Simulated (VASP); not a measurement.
# Zr (P6_3/mmc) in VASP: notebook, part 2 of 2

VASP 6.6.1. The steps go on from the part before.

### 3 Electric field gradients, PBE

The input, INCAR:

```
  PREC = Accurate
  ENCUT = 400
  EDIFF = 1E-8
  ISMEAR = -1
  SIGMA = 0.05
  LREAL = False
  LASPH = True
  NELM = 120
  ALGO = Normal
  ISIF = 2
  LWAVE = False
  LCHARG = False
  GGA = PE
  LEFG = True
  NBANDS = 19
  GGA_COMPAT = False
```

The input, KPOINTS:

```
regular mesh
0
Gamma
  11 11 6
```

The input, POSCAR:

```
Zr
1.0
    3.2320000000      0.0000000000      0.0000000000
   -1.6160000000      2.7989941050      0.0000000000
    0.0000000000      0.0000000000      5.1470000000
Zr
2
Direct
    0.3333333333      0.6666666667      0.2500000000
    0.6666666667      0.3333333333      0.7500000000
```

Potentials or basis: VASP PAW PBE potentials, release 64 (Zr_sv).

Started as:

```
> cat potpaw_PBE.64/Zr_sv/POTCAR > POTCAR
> mpirun -np 1 vasp_std > vasp.out
```

OUTCAR:

```text
PREC = Accurate
   ENCUT = 400
   EDIFF = 1E-8
   ISMEAR = -1
   LREAL = False
   LASPH = True
   NELM = 120
   ISIF = 2
   GGA = PE

 ion  position               nearest neighbor table
   1  0.333  0.667  0.250-   2 3.18   2 3.18   2 3.18   2 3.18   2 3.18   2 3.18
   2  0.667  0.333  0.750-   1 3.18   1 3.18   1 3.18   1 3.18   1 3.18   1 3.18

  LATTYP: Found a hexagonal cell.
 ALAT       =     3.2320000000
 C/A-ratio  =     1.5925123762

  Lattice vectors:

 A1 = (   3.2320000000,   0.0000000000,   0.0000000000)
 A2 = (  -1.6160000000,   2.7989941050,   0.0000000000)
 A3 = (   0.0000000000,   0.0000000000,   5.1470000000)

Analysis of symmetry for initial positions (statically):
=====================================================================
 Subroutine PRICEL returns:
 Original cell was already a primitive cell.

 Routine SETGRP: Setting up the symmetry group for a
 hexagonal supercell.

 Subroutine GETGRP returns: Found 24 space group operations
 (whereof 12 operations were pure point group operations)
 out of a pool of 24 trial point group operations.

The static configuration has the point symmetry D_3d.
 The point group associated with its full space group is D_6h.

Analysis of symmetry for dynamics (positions and initial velocities):
=====================================================================
 Subroutine PRICEL returns:
 Original cell was already a primitive cell.

 Routine SETGRP: Setting up the symmetry group for a
 hexagonal supercell.

 Subroutine GETGRP returns: Found 24 space group operations
 (whereof 12 operations were pure point group operations)
 out of a pool of 24 trial point group operations.

The dynamic configuration has the point symmetry D_3d.
 The point group associated with its full space group is D_6h.

 Subroutine INISYM returns: Found 24 space group operations
 (whereof 12 operations are pure point group operations),
 and found     1 'primitive' translations

----------------------------------------------------------------------------------------

                                     Primitive cell

  volume of cell :      46.5616

  direct lattice vectors                    reciprocal lattice vectors
     3.232000000  0.000000000  0.000000000     0.309405941  0.178635603  0.000000000
    -1.616000000  2.798994105  0.000000000     0.000000000  0.357271206  0.000000000
     0.000000000  0.000000000  5.147000000     0.000000000  0.000000000  0.194287935

  length of vectors
     3.232000000  3.232000000  5.147000000     0.357271206  0.357271206  0.194287935

  position of ions in fractional coordinates (direct lattice)
     0.333333333  0.666666667  0.250000000
     0.666666667  0.333333333  0.750000000

  ion indices of the primitive-cell ions
   primitive index   ion index
                 1           1
                 2           2

----------------------------------------------------------------------------------------

 KPOINTS: regular mesh

[... 73 lines left out ...]
   ISIF   =      2    stress and relaxation
   ISYM   =      2    0-nonsym 1-usesym 2-fastsym
   POTIM  = 0.5000    time-step for ionic-motion
   TEBEG  =    0.0;   TEEND  =   0.0 temperature during run
   PSTRESS=    0.0 pullay stress
   NELECT =      24.0000    total number of electrons
   NUPDOWN=      -1.0000    fix difference up-down
   EMIN   =  10.00;   EMAX   =-10.00  energy-range for DOS
   EFERMI =   0.00;   METHOD = LEGACY
   ISMEAR =    -1;   SIGMA  =   0.05  broadening in eV -4-tet -1-fermi 0-gaus
   EFERMI_NEDOS =   21; number of points for ismear=-14 and -15
   IALGO  =     38    algorithm
   IMIX   =      4    mixing-type and parameters
     AMIX     =   0.40;   BMIX     =  1.00
     AMIX_MAG =   1.60;   BMIX_MAG =  1.00
  volume/ion in A,a.u.               =      23.28       157.11
  Fermi-wavevector in a.u.,A,eV,Ry     =   1.312611  2.480475 23.442130  1.722948
  Thomas-Fermi vector in A             =   2.442991
   LORBIT       =      0    0 simple, 1 ext, 2 COOP (PROOUT), +10 PAW based schemes
   GGA     = PE    functional components
   LHFCALC =     F    Hartree Fock is set to
   AEXX    =    0.0000 exact exchange contribution
   IVDW    =     0    specifies the selected vdW correction
   LEPSILON=     F    determine dielectric tensor
   LRPA    =     F    only Hartree local field effects (RPA)
 non-spin polarized calculation
  energy-cutoff  :      400.00
  volume of cell :       46.56
 maximum number of plane-waves:       861
 NGX is ok and might be reduce to    24
   NGX = 11   NGY = 11   NGZ = 17

 number of electron      24.0000000 magnetization

 Free energy of the ion-electron system (eV)
  ---------------------------------------------------
  ext. energy  EPLUGINS =         0.00000000
  ---------------------------------------------------
  free energy    TOTEN  =       -17.04693373 eV

  energy without entropy =      -17.03167918  energy(sigma->0) =      -17.03930646

 E-fermi :   9.0006     XC(G=0): -11.0818

 val. band max:        8.9896834035   @ k =   0.3636   0.2727   0.3333
 cond. band min:       9.0302382541   @ k =   0.0909   0.0909   0.3333
 fundamental gap:      0.0405548506
 Fermi energy:         9.0006238749

 k-point     1 :       0.0000    0.0000    0.0000
  band No.  band energies     occupation
      1     -39.8405      2.00000
      2     -39.6859      2.00000
      3     -18.3680      2.00000
      4     -17.4938      2.00000
      5     -17.4938      2.00000
      6     -17.3610      2.00000
[... 505 lines left out ...]
      6     -17.5831      2.00000
[... 11 lines left out ...]
     18      12.0503      0.00000
     19      13.8222      0.00000

 [... further k-points ...]

------------------------ aborting loop because EDIFF is reached ----------------------------------------

  FORCE on cell =-STRESS in cart. coord.  units (eV):
  Direction    XX          YY          ZZ          XY          YZ          ZX
  --------------------------------------------------------------------------------------
  -------------------------------------------------------------------------------------
  Total        0.0407984      0.0407984      0.1159930      0.0000000      0.0000000      0.0000000
  in kB        1.4038674      1.4038674      3.9913044      0.0000000      0.0000000      0.0000000
  external PRESSURE =       2.2663464 kB  Pullay stress =       0.0000000 kB

 VOLUME and BASIS-vectors are now :
 -----------------------------------------------------------------------------
  energy-cutoff  :      400.00
  volume of cell :       46.56
      direct lattice vectors                 reciprocal lattice vectors
     3.232000000  0.000000000  0.000000000     0.309405941  0.178635603  0.000000000
    -1.616000000  2.798994105  0.000000000     0.000000000  0.357271206  0.000000000
     0.000000000  0.000000000  5.147000000     0.000000000  0.000000000  0.194287935

 POSITION                                       TOTAL-FORCE (eV/Angst)
 -----------------------------------------------------------------------------------
     -0.00000      1.86600      1.28675         0.000000      0.000000      0.000000
      1.61600      0.93300      3.86025        -0.000000     -0.000000      0.000000
 -----------------------------------------------------------------------------------
    total drift:                               -0.000000      0.000000     -0.000000

  FREE ENERGIE OF THE ION-ELECTRON SYSTEM (eV)
  ---------------------------------------------------
  free  energy   TOTEN  =       -17.0469337319 eV

  energy  without entropy=      -17.0316791794  energy(sigma->0) =      -17.03930646

 Electric field gradients (V/A^2)
---------------------------------------------------------------------
 ion       V_xx      V_yy      V_zz      V_xy      V_xz      V_yz
---------------------------------------------------------------------
   1     -21.577   -21.577    43.154     0.000     0.000    -0.000
   2     -21.577   -21.577    43.154     0.000    -0.000     0.000
---------------------------------------------------------------------

 Electric field gradients after diagonalization (V/A^2)
 (convention: |V_zz| > |V_xx| > |V_yy|)
----------------------------------------------------------------------
 ion       V_xx      V_yy      V_zz     asymmetry (V_yy - V_xx)/ V_zz
----------------------------------------------------------------------
   1     -21.577   -21.577    43.154       0.000
   2     -21.577   -21.577    43.154       0.000
----------------------------------------------------------------------

           NMR quadrupolar parameters

 Cq : quadrupolar parameter    Cq=e*Q*V_zz/h
 eta: asymmetry parameters     (V_yy - V_xx)/ V_zz
 Q  : nuclear electric quadrupole moment in mb (millibarn)
----------------------------------------------------------------------
 ion       Cq(MHz)       eta       Q (mb)
----------------------------------------------------------------------
   1       0.104       0.000       1.000
   2       0.104       0.000       1.000
----------------------------------------------------------------------
```

Wall time 29 s (1 thread of Intel Xeon Platinum 8488C (Sapphire Rapids), shared host); peak memory 0.16 GiB.

Results:

```yaml
Free_energy: -17.0469 eV
Pressure: 0.2 GPa
Band_gap_on_the_k_mesh: zero (band 12 reaches 9.86 eV, above the bottom of band 13 at 8.84 eV)
```

Stress tensor (GPa, compression positive):
```
0.14 0.00 0.00
0.00 0.14 0.00
0.00 0.00 0.40
```

Electric field gradients, principal values (V/Å²):
```
atom    least   middle  greatest (by size)
1 Zr  -21.577  -21.577              43.154
2 Zr  -21.577  -21.577              43.154
```

Caveat: without QUAD_EFG the Cq values of the log hold for a quadrupole moment of 1 mb, not for the nuclei.
